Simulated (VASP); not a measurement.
Here is a VASP 6.6.1 calculation.

Contents of INCAR:

```
  ALGO = Normal
  EDIFF = 1E-7
  ENCUT = 520
  GGA = PE
  ISIF = 2
  ISMEAR = 0
  LASPH = T
  LCHARG = F
  LREAL = F
  LWAVE = F
  NBANDS = 35
  NELM = 60
  PREC = Accurate
  SIGMA = 0.1
```

KPOINTS

```
k-points
0
Gamma
  4 4 4
```

POSCAR

```
Ga3BAs2
1.0
   -2.6284216000      3.2555453700      3.4836617200
    2.6284216000     -3.2555453700      3.4836617200
    2.6284216000      3.2555453700     -3.4836617200
Ga B As
3 1 2
Direct
    0.7681473100      0.5000000000      0.2681473100
    0.2318526900      0.5000000000      0.7318526900
    0.0000000000      0.0000000000      0.0000000000
    0.5000000000      0.5000000000      0.0000000000
    0.2091743100      0.7091743100      0.5000000000
    0.7908256900      0.2908256900      0.5000000000
```

Potentials or basis: VASP PAW PBE potentials, release 64 (Ga_d, B, As).

Launch:

```console
$ cat potpaw_PBE.64/Ga_d/POTCAR potpaw_PBE.64/B/POTCAR potpaw_PBE.64/As/POTCAR > POTCAR
$ mpirun -np 1 vasp_std > vasp.out
```

(1) What does it give for the largest force?

(2) What does it give for the pressure?

(3) Estimate the band gap on the k mesh.

Answers

(1) 7.514 eV/Å.

(2) 28.4 GPa.

(3) zero (bands 26 and 27 overlap by 1.42 eV).

Caveat: the k points lie up to 0.37 Å⁻¹ apart, too coarse for converged energies and pressures of a metal; forces of over 1 eV/Å act on the atoms, so gaps and moduli don't describe the material at rest.
